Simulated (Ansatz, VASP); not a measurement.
# Al: VASP beside Ansatz

```
Al
1.0
     2.73529    0.00000    0.00000
     0.00000    2.73529    0.00000
     0.00000    0.00000    2.73529
Al
1
Direct
  0.00000 0.00000 0.00000
```

Alike in both runs: functional revPBE; k mesh 12 × 12 × 12; occupations fermi-dirac, width 0.1 eV; no spin polarisation.

Ansatz relaxed the structure, and its values are those at the end. VASP's run is a single point on that final structure, the one shown.

```csv
,VASP,Ansatz
version,VASP 6.6.1,Ansatz 0.2.0
potentials or method,"VASP PAW PBE potentials, release 64 (Al), cutoff 520 eV","plane waves (420 eV) with PAW, scalar-relativistic"
valence electrons in the cell,3,3
```

Ansatz gave:

| Property | Result |
| --- | --- |
| pressure (GPa) | 0.0 |

**Question.** Which values does VASP return?

**Answer.** Pressure (GPa): -0.1.

VASP's potentials were made for PBE, not for revPBE.
